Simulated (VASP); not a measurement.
# SrBe4Cd (F-43m) in VASP: a series of runs, part 2 of 2

VASP 6.6.1.

### Step 3. Single point, PBE

This run uses another cell than the first one, of 15.27 Å³/atom.

INCAR

```
PREC = Accurate
ENCUT = 520
EDIFF = 1E-7
ISMEAR = 0
SIGMA = 0.1
LREAL = False
LASPH = True
NELM = 60
ALGO = Normal
ISIF = 2
LWAVE = False
LCHARG = False
GGA = PE
NBANDS = 24
```

KPOINTS

```
regular mesh
0
Gamma
  4 4 4
```

POSCAR

```
SrBe4Cd
1.0
    0.0000000000      3.5784327578      3.5784327578
    3.5784327578      0.0000000000      3.5784327578
    3.5784327578      3.5784327578      0.0000000000
Sr Be Cd
1 4 1
Direct
    0.0000000000      0.0000000000      0.0000000000
    0.3720448984      0.8838653049      0.3720448984
    0.3720448984      0.3720448984      0.8838653049
    0.3720448984      0.3720448984      0.3720448984
    0.8838653049      0.3720448984      0.3720448984
    0.7500000000      0.7500000000      0.7500000000
```

Potentials or basis: VASP PAW PBE potentials, release 64 (Sr_sv, Be, Cd).

The run is started by

```bash
> cat potpaw_PBE.64/Sr_sv/POTCAR potpaw_PBE.64/Be/POTCAR potpaw_PBE.64/Cd/POTCAR > POTCAR
> mpirun -np 1 vasp_std > vasp.out
```

OUTCAR:

```text
PREC = Accurate
   ENCUT = 520
   EDIFF = 1E-7
   ISMEAR = 0
   LREAL = False
   LASPH = True
   NELM = 60
   ISIF = 2
   GGA = PE

 ion  position               nearest neighbor table
   1  0.000  0.000  0.000-   2 2.96   5 2.96   3 2.96   5 2.96   2 2.96   3 2.96   4 2.96   4 2.96
                             4 2.96   2 2.96   3 2.96   5 2.96   6 3.10   6 3.10   6 3.10   6 3.10
   2  0.372  0.884  0.372-   1 2.96   1 2.96   1 2.96   6 2.97   6 2.97   6 2.97
   3  0.372  0.372  0.884-   1 2.96   1 2.96   1 2.96   6 2.97   6 2.97   6 2.97
   4  0.372  0.372  0.372-   1 2.96   1 2.96   1 2.96   6 2.97   6 2.97   6 2.97
   5  0.884  0.372  0.372-   1 2.96   1 2.96   1 2.96   6 2.97   6 2.97   6 2.97
   6  0.750  0.750  0.750-   2 2.97   3 2.97   5 2.97   4 2.97   4 2.97   4 2.97   2 2.97   2 2.97
                             5 2.97   3 2.97   3 2.97   5 2.97   1 3.10   1 3.10   1 3.10   1 3.10

  LATTYP: Found a face centered cubic cell.
 ALAT       =     7.1568655156

  Lattice vectors:

 A1 = (   0.0000000000,   3.5784327578,   3.5784327578)
 A2 = (   3.5784327578,   0.0000000000,   3.5784327578)
 A3 = (   3.5784327578,   3.5784327578,   0.0000000000)

Analysis of symmetry for initial positions (statically):
=====================================================================
 Subroutine PRICEL returns:
 Original cell was already a primitive cell.

 Routine SETGRP: Setting up the symmetry group for a
 face centered cubic supercell.

 Subroutine GETGRP returns: Found 24 space group operations
 (whereof 24 operations were pure point group operations)
 out of a pool of 48 trial point group operations.

The static configuration has the point symmetry T_d .

Analysis of symmetry for dynamics (positions and initial velocities):
=====================================================================
 Subroutine PRICEL returns:
 Original cell was already a primitive cell.

 Routine SETGRP: Setting up the symmetry group for a
 face centered cubic supercell.

 Subroutine GETGRP returns: Found 24 space group operations
 (whereof 24 operations were pure point group operations)
 out of a pool of 48 trial point group operations.

The dynamic configuration has the point symmetry T_d .

 Subroutine INISYM returns: Found 24 space group operations
 (whereof 24 operations are pure point group operations),
 and found     1 'primitive' translations

----------------------------------------------------------------------------------------

                                     Primitive cell

  volume of cell :      91.6450

  direct lattice vectors                    reciprocal lattice vectors
     0.000000000  3.578432758  3.578432758    -0.139725973  0.139725973  0.139725973
     3.578432758  0.000000000  3.578432758     0.139725973 -0.139725973  0.139725973
     3.578432758  3.578432758  0.000000000     0.139725973  0.139725973 -0.139725973

  length of vectors
     5.060668138  5.060668138  5.060668138     0.242012485  0.242012485  0.242012485

  position of ions in fractional coordinates (direct lattice)
     0.000000000  0.000000000  0.000000000
     0.372044898  0.883865305  0.372044898
     0.372044898  0.372044898  0.883865305
     0.372044898  0.372044898  0.372044898
     0.883865305  0.372044898  0.372044898
     0.750000000  0.750000000  0.750000000

[... 39 lines left out ...]
  0.500000  0.000000  0.000000      4.000000
  0.250000  0.250000  0.000000      6.000000
  0.500000  0.250000  0.000000     24.000000
 -0.250000  0.250000  0.000000     12.000000
  0.500000  0.500000  0.000000      3.000000
 -0.250000  0.500000  0.250000      6.000000
   k-points           NKPTS =      8   k-points in BZ     NKDIM =      8   number of bands    NBANDS=     24
   number of dos      NEDOS =    301   number of ions     NIONS =      6
   total plane-waves  NPLWV =  64000
   dimension x,y,z NGX =    40 NGY =   40 NGZ =   40
   dimension x,y,z NGXF=    80 NGYF=   80 NGZF=   80
   ions per type =               1   4   1
   NGX,Y,Z   is equivalent  to a cutoff of  13.14, 13.14, 13.14 a.u.
   NGXF,Y,Z  is equivalent  to a cutoff of  26.28, 26.28, 26.28 a.u.
 SYSTEM =  unknown system
   PREC   = accura    normal or accurate (medium, high low for compatibility)
   ISTART =      0    job   : 0-new  1-cont  2-samecut
   ICHARG =      2    charge: 1-file 2-atom 10-const
   ISPIN  =      1    spin polarized calculation?
   LNONCOLLINEAR =      F non collinear calculations
   LSORBIT =      F    spin-orbit coupling
   LASPH  =      T    aspherical Exc in radial PAW
   ENCUT  =  520.0 eV  38.22 Ry    6.18 a.u.   9.41  9.41  9.41*2*pi/ulx,y,z
   NELM   =     60;   NELMIN=  2; NELMDL= -5     # of ELM steps
   EDIFF  = 0.1E-06   stopping-criterion for ELM
   LREAL  =      F    real-space projection
   EDIFFG = 0.1E-05   stopping-criterion for IOM
   NSW    =      0    number of steps for IOM
   IBRION =     -1    ionic relax: 0-MD 1-quasi-New 2-CG
   NFREE  =      0    steps in history (QN), initial steepest desc. (CG)
   ISIF   =      2    stress and relaxation
   ISYM   =      2    0-nonsym 1-usesym 2-fastsym
   POTIM  = 0.5000    time-step for ionic-motion
   TEBEG  =    0.0;   TEEND  =   0.0 temperature during run
   PSTRESS=    0.0 pullay stress
   NELECT =      30.0000    total number of electrons
   NUPDOWN=      -1.0000    fix difference up-down
   EMIN   =  10.00;   EMAX   =-10.00  energy-range for DOS
   EFERMI =   0.00;   METHOD = LEGACY
   ISMEAR =     0;   SIGMA  =   0.10  broadening in eV -4-tet -1-fermi 0-gaus
   EFERMI_NEDOS =   21; number of points for ismear=-14 and -15
   IALGO  =     38    algorithm
   IMIX   =      4    mixing-type and parameters
     AMIX     =   0.40;   BMIX     =  1.00
     AMIX_MAG =   1.60;   BMIX_MAG =  1.00
  volume/ion in A,a.u.               =      15.27       103.08
  Fermi-wavevector in a.u.,A,eV,Ry     =   1.128268  2.132118 17.320072  1.272989
  Thomas-Fermi vector in A             =   2.264958
   LORBIT       =      0    0 simple, 1 ext, 2 COOP (PROOUT), +10 PAW based schemes
   GGA     = PE    functional components
   LHFCALC =     F    Hartree Fock is set to
   AEXX    =    0.0000 exact exchange contribution
   IVDW    =     0    specifies the selected vdW correction
   LEPSILON=     F    determine dielectric tensor
   LRPA    =     F    only Hartree local field effects (RPA)
 non-spin polarized calculation
 Gauss-broadening in eV      SIGMA  =   0.10
  energy-cutoff  :      520.00
  volume of cell :       91.64
 maximum number of plane-waves:      2488
 NGX is ok and might be reduce to    40
   NGX = 19   NGY = 19   NGZ = 19

 number of electron      29.9999994 magnetization

 Free energy of the ion-electron system (eV)
  ---------------------------------------------------
  ext. energy  EPLUGINS =         0.00000000
  ---------------------------------------------------
  free energy    TOTEN  =       -14.55967341 eV

  energy without entropy =      -14.53700773  energy(sigma->0) =      -14.54834057

 E-fermi :   4.0563     XC(G=0): -10.0794

 val. band max:        4.0137008542   @ k =   0.5000   0.2500   0.0000
 cond. band min:       4.1103245125   @ k =  -0.2500   0.5000   0.2500
 fundamental gap:      0.0966236583
 Fermi energy:         4.0562794473

 k-point     1 :       0.0000    0.0000    0.0000
  band No.  band energies     occupation
      1     -30.4774      2.00000
      2     -12.7433      2.00000
      3     -12.7433      2.00000
      4     -12.7433      2.00000
      5      -4.9588      2.00000
      6      -4.9588      2.00000
[... 205 lines left out ...]
     23      10.2709      0.00000
     24      10.3345      0.00000

------------------------ aborting loop because EDIFF is reached ----------------------------------------

  FORCE on cell =-STRESS in cart. coord.  units (eV):
  Direction    XX          YY          ZZ          XY          YZ          ZX
  --------------------------------------------------------------------------------------
  -------------------------------------------------------------------------------------
  Total        0.1605819      0.1605819      0.1605819     -0.0000000      0.0000000      0.0000000
  in kB        2.8073623      2.8073623      2.8073623     -0.0000000      0.0000000      0.0000000
  external PRESSURE =       2.8073623 kB  Pullay stress =       0.0000000 kB

 VOLUME and BASIS-vectors are now :
 -----------------------------------------------------------------------------
  energy-cutoff  :      520.00
  volume of cell :       91.64
      direct lattice vectors                 reciprocal lattice vectors
     0.000000000  3.578432758  3.578432758    -0.139725973  0.139725973  0.139725973
     3.578432758  0.000000000  3.578432758     0.139725973 -0.139725973  0.139725973
     3.578432758  3.578432758  0.000000000     0.139725973  0.139725973 -0.139725973

 POSITION                                       TOTAL-FORCE (eV/Angst)
 -----------------------------------------------------------------------------------
      0.00000      0.00000      0.00000        -0.000000     -0.000000     -0.000000
      4.49419      2.66268      4.49419         0.026090     -0.026090      0.026090
      4.49419      4.49419      2.66268         0.026090      0.026090     -0.026090
      2.66268      2.66268      2.66268        -0.026090     -0.026090     -0.026090
      2.66268      4.49419      4.49419        -0.026090      0.026090      0.026090
      5.36765      5.36765      5.36765        -0.000000     -0.000000     -0.000000
 -----------------------------------------------------------------------------------
    total drift:                                0.000000      0.000000      0.000000

  FREE ENERGIE OF THE ION-ELECTRON SYSTEM (eV)
  ---------------------------------------------------
  free  energy   TOTEN  =       -14.5596734144 eV

  energy  without entropy=      -14.5370077250  energy(sigma->0) =      -14.54834057
```

OSZICAR:

```text
N       E                     dE             d eps       ncg     rms          rms(c)
DAV:   1     0.142316300224E+03    0.14232E+03   -0.13872E+04   384   0.115E+03
DAV:   2    -0.879118029978E+01   -0.15111E+03   -0.14178E+03   448   0.260E+02
DAV:   3    -0.153879326189E+02   -0.65968E+01   -0.65105E+01   608   0.525E+01
DAV:   4    -0.155974241248E+02   -0.20949E+00   -0.20941E+00   496   0.760E+00
DAV:   5    -0.155995867647E+02   -0.21626E-02   -0.21626E-02   576   0.769E-01    0.315E+01
DAV:   6    -0.146209907870E+02    0.97860E+00   -0.22795E+00   432   0.161E+01    0.178E+01
DAV:   7    -0.145617079755E+02    0.59283E-01   -0.52960E-01   496   0.440E+00    0.426E+00
DAV:   8    -0.145609396767E+02    0.76830E-03   -0.26931E-02   424   0.130E+00    0.599E-01
DAV:   9    -0.145596466485E+02    0.12930E-02   -0.37535E-03   488   0.416E-01    0.104E-01
DAV:  10    -0.145596754664E+02   -0.28818E-04   -0.48835E-04   592   0.121E-01    0.375E-02
DAV:  11    -0.145596741322E+02    0.13343E-05   -0.32480E-05   464   0.308E-02    0.169E-02
DAV:  12    -0.145596732249E+02    0.90727E-06   -0.63921E-06   592   0.149E-02    0.509E-03
DAV:  13    -0.145596734590E+02   -0.23411E-06   -0.59043E-07   496   0.576E-03    0.289E-03
DAV:  14    -0.145596734144E+02    0.44601E-07   -0.28815E-08   264   0.108E-03
   1 F= -.14559673E+02 E0= -.14548341E+02  d E =-.226657E-01
```

stdout:

```text
POSCAR found type information on POSCAR SrBeCd
 POSCAR found :  3 types and       6 ions
 scaLAPACK will be used
 LDA part: xc-table for (Slater+PW92), standard interpolation
 POSCAR, INCAR and KPOINTS ok, starting setup
 FFT: planning ... GRIDC
 FFT: planning ... GRID_SOFT
 FFT: planning ... GRID
 WAVECAR not read
 entering main loop
```

Run time: 20 s. Hardware: 1 thread of Intel Xeon 6975P-C (Granite Rapids), shared host; peak memory 0.24 GiB.

What came out:

* Free energy: -14.5597 eV
* Pressure: 0.3 GPa
* Largest force: 0.045 eV/Å
* Band gap on the k mesh: zero (bands 15 and 16 overlap by 0.43 eV)

Forces in eV/Å, atoms in the order of the input:
```
Sr   0.000  0.000  0.000
Be   0.026 -0.026  0.026
Be   0.026  0.026 -0.026
Be  -0.026 -0.026 -0.026
Be  -0.026  0.026  0.026
Cd   0.000  0.000  0.000
```

Caveat: the k points lie up to 0.38 Å⁻¹ apart.
